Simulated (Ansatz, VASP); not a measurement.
Two plane-wave programs on Mg2Ge3N

The input INCAR:

```
PREC     = Accurate       # precision mode
ENCUT    = 520            # plane-wave cutoff, eV
EDIFF    = 1E-6           # SCF threshold, eV
ISMEAR   = 0              # smearing method
SIGMA    = 0.1            # smearing width, eV
LREAL    = F              # projectors in reciprocal space
LASPH    = T              # aspherical terms in the spheres
NELM     = 80             # most SCF steps
ALGO     = Normal         # electronic algorithm
ISIF     = 2              # what is computed and relaxed
LWAVE    = F              # write WAVECAR
LCHARG   = T              # write CHGCAR
GGA      = PE             # functional
LELF     = T              # ELF
LVHAR    = T            
NBANDS   = 34             # bands
```

Contents of KPOINTS:

```
regular mesh
0
Gamma
  6 6 2
```

Contents of POSCAR:

```
Mg2Ge3N
1.0
    3.5738895200      0.0000000000      0.0000000000
    0.0000000000      3.5738895200      0.0000000000
    0.0000000000      0.0000000000      7.8881520400
Mg Ge N
2 3 1
Direct
    0.0000000000      0.5000000000      0.7365000200
    0.5000000000      0.0000000000      0.2634999800
    0.5000000000      0.5000000000      0.0000000000
    0.0000000000      0.5000000000      0.3835000100
    0.5000000000      0.0000000000      0.6164999900
    0.0000000000      0.0000000000      0.0000000000
```

Input for Ansatz:

```yaml
crystal:
  lattice:
    - [3.57388952, 0.0, 0.0]
    - [0.0, 3.57388952, 0.0]
    - [0.0, 0.0, 7.88815204]
  atoms:
    - { symbol: Mg, position: [0.0, 0.5, 0.73650002] }
    - { symbol: Mg, position: [0.5, 0.0, 0.26349998] }
    - { symbol: Ge, position: [0.5, 0.5, 0.0] }
    - { symbol: Ge, position: [0.0, 0.5, 0.38350001] }
    - { symbol: Ge, position: [0.5, 0.0, 0.61649999] }
    - { symbol: "N", position: [0.0, 0.0, 0.0] }
basis:
  ecutwfc: 420
kpoints:
  mp_grid: { grid: [6, 6, 2] }
hamiltonian:
  xc: pbe
scf:
  occupations: { method: gaussian, width: 0.1 }
  lower_state_search: "off"
output:
  forces: true
  stress: true
  eigenvalues: true
```

Change from the starting cell: species swapped into the Zr2CuSb3 type (P-4m2, No. 115).

Alike in both runs: task single point; functional PBE; k mesh 6 × 6 × 2; occupations gaussian, width 0.1 eV; no spin polarisation.

```csv
,VASP,Ansatz
version,VASP 6.6.1,Ansatz 0.2.0
potentials or method,"VASP PAW PBE potentials, release 64 (Mg, Ge_d, N), cutoff 520 eV","scalar-relativistic, plane waves, PAW"
valence electrons in the cell,51,67
```

|  | VASP | Ansatz | Ansatz less VASP |
| --- | --- | --- | --- |
| gap on the k mesh at the Fermi level (eV) | none | none | - |
| pressure (GPa) | 0.3 | 0.4 | +0.12 |
| traceless stress, the component that is largest in VASP (GPa) | 3.67 | 3.70 | +0.033 |
| rms of the force components (eV/Å) | 0.517 | 0.517 | +0.0008 |

Atom by atom the forces differ by 0.002 eV/Å (rms over components). A gap of «none» marks a metal or a gap that the smearing closes. With one functional, cell and mesh, what is left measures potentials, basis and numerics. VASP's potentials hold 51 valence electrons a cell and Ansatz's 67, so a difference there can come from the potentials and not from the codes.

The k mesh is coarse, so the values compare programs but aren't converged.
